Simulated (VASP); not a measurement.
# Ca3Mg5O8 (P1) in VASP: single point with PBEsol

Aim: the single point of Ca3Mg5O8 with PBEsol.

All numbers are computed with VASP 6.6.1; they aren't measurements. Logs are shortened: lines on timing, memory, paths and dates and some standing lists are left out, and cuts for length are marked.

## 1. The cell of the first run

The typed cell holds 64 atoms: a = 8.911 Å, b = 8.911 Å, c = 8.911 Å, α = 90.00°, β = 90.00°, γ = 90.00°.

## 2. Single point, PBEsol

File INCAR:

```
SYSTEM = Ca3Mg5O8
PREC = Accurate
ENCUT = 600
EDIFF = 1E-6
ISMEAR = -1
SIGMA = 0.05
LREAL = Auto
LASPH = .TRUE.
NELM = 120
ALGO = Normal
ISIF = 2
LWAVE = .FALSE.
LCHARG = .TRUE.
GGA = PS
LELF = .TRUE.
LVHAR = .TRUE.
NBANDS = 214
ISYM = 0
GGA_COMPAT = .FALSE.
```

File KPOINTS:

```
Automatic mesh
0
Gamma
  1 1 1
  0.25 0.25 0.25
```

File POSCAR:

```
Ca3Mg5O8
1.0
    8.9106134418      0.0000000000      0.0000000000
    0.0000000000      8.9106134418      0.0000000000
    0.0000000000      0.0000000000      8.9106134418
O Ca Mg
32 12 20
Direct
    0.2637510000      0.9988730000      0.9882170000
    0.2656750000      0.9987560000      0.5132480000
    0.2565110000      0.5002700000      0.9967580000
    0.2646160000      0.5007670000      0.5058580000
    0.7354200000      0.9987200000      0.9975130000
    0.7353130000      0.9887440000      0.5020360000
    0.7404890000      0.5009840000      0.9990450000
    0.7364750000      0.5105770000      0.5011230000
    0.0135370000      0.2610990000      0.9973980000
    0.0012960000      0.2515770000      0.5047510000
    0.0141260000      0.7380950000      0.9995580000
    0.9909270000      0.7494680000      0.4997650000
    0.4883280000      0.2524660000      0.9892580000
    0.5003020000      0.2503230000      0.5126220000
    0.4905420000      0.7477880000      0.9970340000
    0.5078550000      0.7490990000      0.5033400000
    0.9863160000      0.0118810000      0.2484690000
    0.9906920000      0.0138930000      0.7512750000
    0.9976460000      0.4901840000      0.2374060000
    0.9989990000      0.4885680000      0.7614550000
    0.5104670000      0.9896730000      0.2493630000
    0.5029200000      0.9999090000      0.7510430000
    0.5011820000      0.5090420000      0.2468410000
    0.5003900000      0.4998910000      0.7524890000
    0.2411260000      0.2618030000      0.2369790000
    0.2516160000      0.2516670000      0.7616680000
    0.2615000000      0.7383120000      0.2387700000
    0.2631110000      0.7470930000      0.7604820000
    0.7594610000      0.2557360000      0.2500880000
    0.7464660000      0.2525960000      0.7505820000
    0.7388900000      0.7470510000      0.2590870000
    0.7373160000      0.7483930000      0.7415130000
    0.0031800000      0.0043020000      0.9972110000
    0.9949920000      0.0021720000      0.5023660000
    0.9977100000      0.4981540000      0.5003360000
    0.2522430000      0.2520540000      0.5044520000
    0.2578530000      0.7476600000      0.5024680000
    0.7499160000      0.2518620000      0.9982340000
    0.7482350000      0.2503780000      0.5020570000
    0.7440640000      0.7480780000      0.9991990000
    0.2555520000      0.9995490000      0.2448270000
    0.9977590000      0.7449310000      0.2478780000
    0.0000030000      0.7477950000      0.7515520000
    0.5009470000      0.2522830000      0.2480100000
    0.0091930000      0.4959200000      0.9982740000
    0.4991360000      0.9959730000      0.9926070000
    0.5040460000      0.9931750000      0.5082620000
    0.4971020000      0.5026290000      0.9957380000
    0.5020110000      0.5056240000      0.5056470000
    0.2526900000      0.2573250000      0.9944970000
    0.2584810000      0.7431040000      0.9960170000
    0.7393240000      0.7486110000      0.5014570000
    0.2654680000      0.0038530000      0.7546370000
    0.2567080000      0.5004270000      0.2374780000
    0.2594430000      0.4972210000      0.7574780000
    0.7435980000      0.9945160000      0.2534610000
    0.7403050000      0.0006120000      0.7483260000
    0.7437740000      0.5027080000      0.2485270000
    0.7411880000      0.4990620000      0.7515410000
    0.9996450000      0.2565300000      0.2415120000
    0.0033050000      0.2533300000      0.7556150000
    0.4990330000      0.2520400000      0.7526820000
    0.5021820000      0.7463360000      0.2490800000
    0.5004490000      0.7477300000      0.7511700000
```

Potentials or basis: VASP PAW PBE potentials, release 64 (O, Ca_sv, Mg).

Run with:

```console
$ cat potpaw_PBE.64/O/POTCAR potpaw_PBE.64/Ca_sv/POTCAR potpaw_PBE.64/Mg/POTCAR > POTCAR
$ mpirun -np 1 vasp_std > vasp.out
```

OUTCAR:

```text
SYSTEM = Ca3Mg5O8
   PREC = Accurate
   ENCUT = 600
   EDIFF = 1E-6
   ISMEAR = -1
   LREAL = Auto
   LASPH = .TRUE.
   NELM = 120
   ISIF = 2
   GGA = PS
   ISYM = 0

 ion  position               nearest neighbor table
   1  0.264  0.999  0.988-  53 2.08  46 2.10  51 2.28  41 2.29  50 2.31  33 2.32
   2  0.266  0.999  0.513-  47 2.13  53 2.15  37 2.24  36 2.26  41 2.39  34 2.41
   3  0.257  0.500  0.997-  55 2.13  48 2.14  54 2.14  51 2.16  50 2.17  45 2.20
   4  0.265  0.501  0.506-  49 2.12  37 2.20  36 2.22  55 2.24  35 2.38  54 2.39
   5  0.735  0.999  0.998-  46 2.11  57 2.22  40 2.23  38 2.26  56 2.28  33 2.39
   6  0.735  0.989  0.502-  47 2.06  52 2.14  57 2.20  56 2.22  34 2.32  39 2.33
[... 24 lines left out ...]
  31  0.739  0.747  0.259-  63 2.11  52 2.16  58 2.18  56 2.21  42 2.31  40 2.32
  32  0.737  0.748  0.742-  64 2.11  52 2.14  59 2.22  57 2.25  40 2.30  43 2.34
  33  0.003  0.004  0.997-  18 2.20  17 2.24   9 2.29   1 2.32  11 2.37   5 2.39  61 3.09  60 3.13
                            41 3.15  38 3.16  43 3.16  50 3.17  53 3.18  57 3.23  56 3.25  51 3.25
  34  0.995  0.002  0.502-  18 2.22  10 2.22  12 2.25  17 2.27   6 2.32   2 2.41  39 3.12  56 3.15
                            57 3.15  43 3.17  61 3.18  52 3.21  60 3.25  53 3.30
  35  0.998  0.498  0.500-  10 2.20  12 2.24  20 2.33   8 2.33  19 2.34   4 2.38  39 3.13  42 3.15
                            61 3.15  36 3.16  60 3.16  43 3.16  58 3.19  59 3.20  52 3.21  55 3.27
  36  0.252  0.252  0.504-  14 2.21   4 2.22  10 2.24   2 2.26  26 2.29  25 2.39  62 3.12  55 3.14
                            53 3.14  61 3.15  35 3.16  49 3.17  47 3.22  60 3.25  54 3.25
  37  0.258  0.748  0.502-   4 2.20  16 2.23   2 2.24  28 2.30  27 2.35  12 2.38  49 3.06  64 3.10
                            47 3.10  63 3.14  55 3.18  53 3.20  54 3.23
  38  0.750  0.252  0.998-  30 2.21   7 2.22  29 2.25   5 2.26  13 2.33   9 2.35  60 3.11  59 3.11
                            61 3.13  62 3.13  44 3.14  33 3.16  58 3.16  57 3.16  45 3.17  48 3.17
  39  0.748  0.250  0.502-  14 2.21  30 2.21  29 2.25  10 2.26   8 2.32   6 2.33  34 3.12  57 3.13
                            35 3.13  59 3.14  62 3.15  44 3.16  49 3.16  47 3.16  56 3.18  58 3.19
  40  0.744  0.748  0.999-   7 2.20   5 2.23  15 2.26  32 2.30  31 2.32  11 2.41  64 3.10  63 3.10
                            48 3.10  46 3.11  58 3.12  59 3.13  56 3.16  42 3.17  57 3.17  43 3.17
  41  0.256  1.000  0.245-  21 2.27   1 2.29  27 2.33  25 2.34   2 2.39  17 2.40  46 3.12  44 3.14
                            63 3.15  33 3.15  51 3.18  50 3.20  47 3.23  60 3.23
  42  0.998  0.745  0.248-  11 2.22  12 2.25  19 2.27  31 2.31  27 2.35  17 2.38  58 3.13  45 3.14
                            35 3.15  40 3.17  56 3.17  54 3.17  52 3.23  51 3.23
  43  0.000  0.748  0.752-  11 2.22  12 2.25  20 2.31  32 2.34  28 2.35  18 2.37  45 3.14  35 3.16
                            33 3.16  51 3.17  34 3.17  40 3.17  59 3.20  55 3.21  52 3.22  57 3.23
  44  0.501  0.252  0.248-  23 2.29  29 2.30  13 2.31  25 2.32  21 2.34  14 2.36  54 3.10  58 3.11
                            41 3.14  38 3.14  56 3.15  39 3.16  50 3.16  48 3.17  49 3.22  46 3.22
  45  0.009  0.496  0.998-   9 2.09  20 2.11  19 2.13  11 2.16   3 2.20   7 2.39  50 3.04  60 3.04
                            61 3.06  54 3.07  55 3.09  51 3.13  43 3.14  42 3.14  38 3.17  59 3.25
  46  0.499  0.996  0.993-   1 2.10   5 2.11  22 2.15  15 2.21  13 2.29  21 2.29  53 2.97  57 3.06
[... 23 lines left out ...]
  58  0.744  0.503  0.249-  23 2.16  31 2.18  29 2.21   7 2.22   8 2.25  19 2.27  63 3.06  44 3.11
                            40 3.12  42 3.13  52 3.14  49 3.14  48 3.15  38 3.16  60 3.16  35 3.19
[... 237 lines left out ...]
   LORBIT       =      0    0 simple, 1 ext, 2 COOP (PROOUT), +10 PAW based schemes
   GGA     = PS    functional components
   LHFCALC =     F    Hartree Fock is set to
   AEXX    =    0.0000 exact exchange contribution
   IVDW    =     0    specifies the selected vdW correction
   LEPSILON=     F    determine dielectric tensor
   LRPA    =     F    only Hartree local field effects (RPA)
 non-spin polarized calculation
  energy-cutoff  :      600.00
  volume of cell :      707.49
 maximum number of plane-waves:     23640
   NGX = 35   NGY = 35   NGZ = 35

 number of electron     351.9999992 magnetization

 Free energy of the ion-electron system (eV)
  ---------------------------------------------------
  ext. energy  EPLUGINS =         0.00000000
  ---------------------------------------------------
  free energy    TOTEN  =      -404.93850608 eV

  energy without entropy =     -404.93850608  energy(sigma->0) =     -404.93850608

 E-fermi :   3.8089     XC(G=0): -11.0513

 val. band max:        2.5227311579   @ k =  -0.2500   0.2500   0.2500
 cond. band min:       7.5251622620   @ k =   0.2500  -0.2500   0.2500
 fundamental gap:      5.0024311040
 Fermi energy:         3.8089449378

 k-point     1 :       0.2500    0.2500    0.2500
  band No.  band energies     occupation
      1     -34.6107      2.00000
      2     -34.3477      2.00000
      3     -34.1855      2.00000
      4     -34.1520      2.00000
      5     -34.1239      2.00000
      6     -34.0917      2.00000
[... 753 lines left out ...]
    187       8.9251      0.00000
    188       9.0078      0.00000
 [bands above 188 left out]

------------------------ aborting loop because EDIFF is reached ----------------------------------------

  FORCE on cell =-STRESS in cart. coord.  units (eV):
  Direction    XX          YY          ZZ          XY          YZ          ZX
  --------------------------------------------------------------------------------------
  -------------------------------------------------------------------------------------
  Total       -3.6058199      1.6640713      1.9899647     -0.6880742     -0.4285599      1.0733183
  in kB       -8.1656695      3.7684234      4.5064354     -1.5581994     -0.9705084      2.4306157
  external PRESSURE =       0.0363964 kB  Pullay stress =       0.0000000 kB

 VOLUME and BASIS-vectors are now :
 -----------------------------------------------------------------------------
  energy-cutoff  :      600.00
  volume of cell :      707.49
      direct lattice vectors                 reciprocal lattice vectors
     8.910613442  0.000000000  0.000000000     0.112225719  0.000000000  0.000000000
     0.000000000  8.910613442  0.000000000     0.000000000  0.112225719  0.000000000
     0.000000000  0.000000000  8.910613442     0.000000000  0.000000000  0.112225719

 POSITION                                       TOTAL-FORCE (eV/Angst)
 -----------------------------------------------------------------------------------
      2.35018      8.90057      8.80562         0.038731     -0.002875     -0.043226
      2.36733      8.89953      4.57335         0.037108      0.004538      0.041820
      2.28567      4.45771      8.88173        -0.000350     -0.000061      0.000117
      2.35789      4.46214      4.50751         0.039930     -0.004421      0.005299
      6.55304      8.89921      8.88845        -0.038445      0.005000     -0.001383
      6.55209      8.81032      4.47345        -0.037569     -0.038672      0.000730
[... 56 lines left out ...]
      4.47475      6.65031      2.21946         0.002544     -0.002345      0.001285
      4.45931      6.66273      6.69339        -0.000525      0.000923     -0.001323
 -----------------------------------------------------------------------------------
    total drift:                                0.005785      0.005408      0.005809

  FREE ENERGIE OF THE ION-ELECTRON SYSTEM (eV)
  ---------------------------------------------------
  free  energy   TOTEN  =      -404.9385060796 eV

  energy  without entropy=     -404.9385060796  energy(sigma->0) =     -404.93850608
```

Run time: 46 min. Hardware: 1 thread of Intel Xeon 8259CL, shared host; peak memory 1.1 GiB.

What came out:

| Item | Value |
| --- | --- |
| Free energy | -404.9385 eV |
| Pressure | 0.0 GPa |
| Largest force | 0.067 eV/Å |
| Band gap on the k mesh | 5.00 eV |

Forces on the atoms (eV/Å):
```
O    0.039 -0.003 -0.043
O    0.037  0.005  0.042
O    0.000  0.000  0.000
O    0.040 -0.004  0.005
O   -0.038  0.005 -0.001
O   -0.038 -0.039  0.001
O   -0.001 -0.001  0.000
O   -0.040  0.038 -0.002
O    0.037  0.041 -0.004
O   -0.001 -0.006  0.007
O    0.041 -0.043 -0.002
O   -0.039  0.004 -0.002
O   -0.040 -0.001 -0.039
O    0.001  0.002  0.042
O   -0.045 -0.001  0.000
O    0.048  0.000 -0.002
O   -0.044  0.042  0.004
O   -0.005  0.045 -0.001
O   -0.002 -0.042 -0.038
O   -0.004 -0.042  0.040
O    0.045 -0.037  0.001
O    0.003  0.001 -0.001
O   -0.001  0.042  0.000
O    0.002 -0.001  0.000
O   -0.042  0.040 -0.033
O   -0.002  0.002  0.041
O    0.036 -0.042 -0.038
O    0.034  0.001  0.039
O    0.049  0.004  0.001
O   -0.002  0.001 -0.002
O   -0.041 -0.001  0.040
O   -0.035 -0.003 -0.044
Ca  -0.001 -0.013  0.012
Ca   0.012 -0.007 -0.013
Ca   0.002  0.009 -0.005
Ca  -0.006 -0.007 -0.012
Ca  -0.019  0.013 -0.006
Ca   0.006 -0.009  0.008
Ca   0.007 -0.002 -0.009
Ca   0.018  0.003  0.003
Ca  -0.016  0.003  0.010
Ca   0.000  0.013  0.005
Ca   0.000  0.005 -0.005
Ca   0.000 -0.008  0.007
Mg   0.009 -0.005  0.003
Mg  -0.001 -0.001 -0.010
Mg   0.004 -0.007  0.010
Mg  -0.006  0.003 -0.004
Mg   0.003  0.006  0.005
Mg  -0.002  0.009 -0.004
Mg   0.006 -0.007 -0.003
Mg  -0.010  0.001  0.000
Mg   0.012  0.001  0.001
Mg   0.004  0.000 -0.013
Mg   0.009 -0.004  0.011
Mg  -0.002 -0.005  0.004
Mg  -0.013 -0.001 -0.002
Mg  -0.003  0.001  0.002
Mg  -0.010  0.002 -0.002
Mg   0.000  0.003 -0.007
Mg   0.004  0.002  0.005
Mg  -0.003 -0.001  0.001
Mg   0.003 -0.002  0.001
Mg  -0.001  0.001 -0.001
```

Caveat: the PAW data sets were made with another functional, which shifts forces and pressure a little; a shifted mesh leaves out Γ, where band edges can lie. A k mesh can miss the band edges.
